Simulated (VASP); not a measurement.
# Ge (F-43m) in VASP: notebook

The runs below take Ge through single point, with PBE.

All numbers are computed with VASP 6.6.1; they aren't measurements. Logs are shortened: lines on timing, memory, paths and dates and some standing lists are left out, and cuts for length are marked.

## Step 1: The cell of the first run

The structure is cubic, space group F-43m (No. 216). The conventional cell has a = 7.744 Å, b = 7.744 Å, c = 7.744 Å, α = 90.00°, β = 90.00°, γ = 90.00°. Ge (site symmetry 2mm) has 5 Ge at 1.31 to 1.85 Å within 1.9 Å. Within 3.8 Å of Ge (site symmetry -43m) lie 16 Ge at 2.92 to 3.35 Å. Within 4.0 Å of Ge (site symmetry -43m) lie 34 Ge at 2.94 to 3.98 Å.

The cell was built from a structure type or drawn by symmetry, and may not be a known phase.

## Step 2: Single point, PBE

INCAR

```
SYSTEM = Ge
ALGO = Normal
EDIFF = 1E-7
ENCUT = 520
GGA = PE
ISIF = 2
ISMEAR = 0
LASPH = .TRUE.
LCHARG = .TRUE.
LELF = .TRUE.
LREAL = .FALSE.
LVHAR = .TRUE.
LWAVE = .FALSE.
NBANDS = 66
NELM = 80
PREC = Accurate
SIGMA = 0.1
```

KPOINTS

```
k-points
0
G
  4 4 4
  0 0 0
```

POSCAR

```
Ge
1.0
    0.0000000000      3.8721021600      3.8721021600
    3.8721021600      0.0000000000      3.8721021600
    3.8721021600      3.8721021600      0.0000000000
Ge
8
Direct
    0.3802462400      0.6197537600      0.6197537600
    0.6197537600      0.3802462400      0.3802462400
    0.6197537600      0.3802462400      0.6197537600
    0.3802462400      0.6197537600      0.3802462400
    0.6197537600      0.6197537600      0.3802462400
    0.3802462400      0.3802462400      0.6197537600
    0.7500000000      0.7500000000      0.7500000000
    0.0000000000      0.0000000000      0.0000000000
```

Potentials or basis: VASP PAW PBE potentials, release 64 (Ge_d).

Started as:

```
> cat potpaw_PBE.64/Ge_d/POTCAR > POTCAR
> mpirun -np 1 vasp_std > vasp.out
```

OUTCAR:

```text
SYSTEM = Ge
   EDIFF = 1E-7
   ENCUT = 520
   GGA = PE
   ISIF = 2
   ISMEAR = 0
   LASPH = .TRUE.
   LREAL = .FALSE.
   NELM = 80
   PREC = Accurate

 ion  position               nearest neighbor table
   1  0.380  0.620  0.620-   3 1.31   4 1.31   5 1.31   6 1.31   2 1.85   7 2.92   7 2.92
   2  0.620  0.380  0.380-   3 1.31   4 1.31   5 1.31   6 1.31   1 1.85   7 2.92   7 2.92
   3  0.620  0.380  0.620-   1 1.31   2 1.31   5 1.31   6 1.31   4 1.85   7 2.92   7 2.92
   4  0.380  0.620  0.380-   1 1.31   2 1.31   5 1.31   6 1.31   3 1.85   7 2.92   7 2.92
   5  0.620  0.620  0.380-   1 1.31   2 1.31   3 1.31   4 1.31   6 1.85   7 2.92   7 2.92
   6  0.380  0.380  0.620-   1 1.31   2 1.31   3 1.31   4 1.31   5 1.85   7 2.92   7 2.92
   7  0.750  0.750  0.750-   4 2.92   6 2.92   2 2.92   6 2.92   2 2.92   4 2.92   3 2.92   1 2.92
                             5 2.92   1 2.92   3 2.92   5 2.92
   8  0.000  0.000  0.000-

 -----------------------------------------------------------------------------
|                                                                             |
|           W    W    AA    RRRRR   N    N  II  N    N   GGGG   !!!           |
|           W    W   A  A   R    R  NN   N  II  NN   N  G    G  !!!           |
|           W    W  A    A  R    R  N N  N  II  N N  N  G       !!!           |
|           W WW W  AAAAAA  RRRRR   N  N N  II  N  N N  G  GGG   !            |
|           WW  WW  A    A  R   R   N   NN  II  N   NN  G    G                |
|           W    W  A    A  R    R  N    N  II  N    N   GGGG   !!!           |
|                                                                             |
|     The distance between some ions is very small. Please check the          |
|     nearest-neighbor list in the OUTCAR file.                               |
|     I HOPE YOU KNOW WHAT YOU ARE DOING!                                     |
|                                                                             |
 -----------------------------------------------------------------------------

  LATTYP: Found a face centered cubic cell.
 ALAT       =     7.7442043200

  Lattice vectors:

 A1 = (   0.0000000000,   3.8721021600,   3.8721021600)
 A2 = (   3.8721021600,   0.0000000000,   3.8721021600)
 A3 = (   3.8721021600,   3.8721021600,   0.0000000000)

Analysis of symmetry for initial positions (statically):
=====================================================================
 Subroutine PRICEL returns:
 Original cell was already a primitive cell.

 Routine SETGRP: Setting up the symmetry group for a
 face centered cubic supercell.

 Subroutine GETGRP returns: Found 24 space group operations
 (whereof 24 operations were pure point group operations)
 out of a pool of 48 trial point group operations.

The static configuration has the point symmetry T_d .

Analysis of symmetry for dynamics (positions and initial velocities):
[... 123 lines left out ...]
   IALGO  =     38    algorithm
   IMIX   =      4    mixing-type and parameters
     AMIX     =   0.40;   BMIX     =  1.00
     AMIX_MAG =   1.60;   BMIX_MAG =  1.00
  volume/ion in A,a.u.               =      14.51        97.94
  Fermi-wavevector in a.u.,A,eV,Ry     =   1.617549  3.056724 35.599151  2.616464
  Thomas-Fermi vector in A             =   2.711956
   LORBIT       =      0    0 simple, 1 ext, 2 COOP (PROOUT), +10 PAW based schemes
   GGA     = PE    functional components
   LHFCALC =     F    Hartree Fock is set to
   AEXX    =    0.0000 exact exchange contribution
   IVDW    =     0    specifies the selected vdW correction
   LEPSILON=     F    determine dielectric tensor
   LRPA    =     F    only Hartree local field effects (RPA)
 non-spin polarized calculation
 Gauss-broadening in eV      SIGMA  =   0.10
  energy-cutoff  :      520.00
  volume of cell :      116.11
 maximum number of plane-waves:      3156
 NGX is ok and might be reduce to    42
   NGX = 21   NGY = 21   NGZ = 21

 number of electron     111.9999938 magnetization

 Free energy of the ion-electron system (eV)
  ---------------------------------------------------
  ext. energy  EPLUGINS =         0.00000000
  ---------------------------------------------------
  free energy    TOTEN  =       413.21106536 eV

  energy without entropy =      413.24287505  energy(sigma->0) =      413.22697020

 E-fermi :  11.2326     XC(G=0): -11.4328

 val. band max:       11.1979041310   @ k =   0.5000   0.0000   0.0000
 cond. band min:      11.2441103495   @ k =  -0.2500   0.2500   0.0000
 fundamental gap:      0.0462062185
 Fermi energy:        11.2326484795

 k-point     1 :       0.0000    0.0000    0.0000
  band No.  band energies     occupation
      1     -49.0579      2.00000
      2     -42.3738      2.00000
      3     -42.3738      2.00000
      4     -42.3738      2.00000
      5     -41.8021      2.00000
      6     -41.8021      2.00000
[... 541 lines left out ...]
     65      15.6291      0.00000
     66      16.3311      0.00000

------------------------ aborting loop because EDIFF is reached ----------------------------------------

  FORCE on cell =-STRESS in cart. coord.  units (eV):
  Direction    XX          YY          ZZ          XY          YZ          ZX
  --------------------------------------------------------------------------------------
  -------------------------------------------------------------------------------------
  Total      814.9423570    814.9423570    814.9423570      0.0000000     -0.0000000     -0.0000000
  in kB    11245.1967051  11245.1967051  11245.1967051      0.0000000     -0.0000000     -0.0000000
  external PRESSURE =   11245.1967051 kB  Pullay stress =       0.0000000 kB

 VOLUME and BASIS-vectors are now :
 -----------------------------------------------------------------------------
  energy-cutoff  :      520.00
  volume of cell :      116.11
      direct lattice vectors                 reciprocal lattice vectors
     0.000000000  3.872102160  3.872102160    -0.129128824  0.129128824  0.129128824
     3.872102160  0.000000000  3.872102160     0.129128824 -0.129128824  0.129128824
     3.872102160  3.872102160  0.000000000     0.129128824  0.129128824 -0.129128824

 POSITION                                       TOTAL-FORCE (eV/Angst)
 -----------------------------------------------------------------------------------
      4.79950      3.87210      3.87210       436.623967     -0.000000      0.000000
      2.94470      3.87210      3.87210      -436.623967     -0.000000      0.000000
      3.87210      4.79950      3.87210         0.000000    436.623967      0.000000
      3.87210      2.94470      3.87210         0.000000   -436.623967      0.000000
      3.87210      3.87210      4.79950         0.000000     -0.000000    436.623967
      3.87210      3.87210      2.94470         0.000000     -0.000000   -436.623967
      5.80815      5.80815      5.80815        -0.000000     -0.000000      0.000000
      0.00000      0.00000      0.00000         0.000000     -0.000000      0.000000
 -----------------------------------------------------------------------------------
    total drift:                               -0.000001     -0.000001     -0.000002

  FREE ENERGIE OF THE ION-ELECTRON SYSTEM (eV)
  ---------------------------------------------------
  free  energy   TOTEN  =       413.2110653555 eV

  energy  without entropy=      413.2428750464  energy(sigma->0) =      413.22697020
```

Wall time 1.7 min (1 thread of AMD EPYC 9R45 (Zen 5), shared host); peak memory 0.23 GiB.

The run converged, but its numbers aren't listed here, since they failed a check.

Caveat: atoms lie so close that the PAW spheres overlap strongly, which falsifies energies and pressures; the cell stands under pressure; forces of over 1 eV/Å act on the atoms, so gaps and moduli don't describe the material at rest.

(Continued in part 2 of 2.)
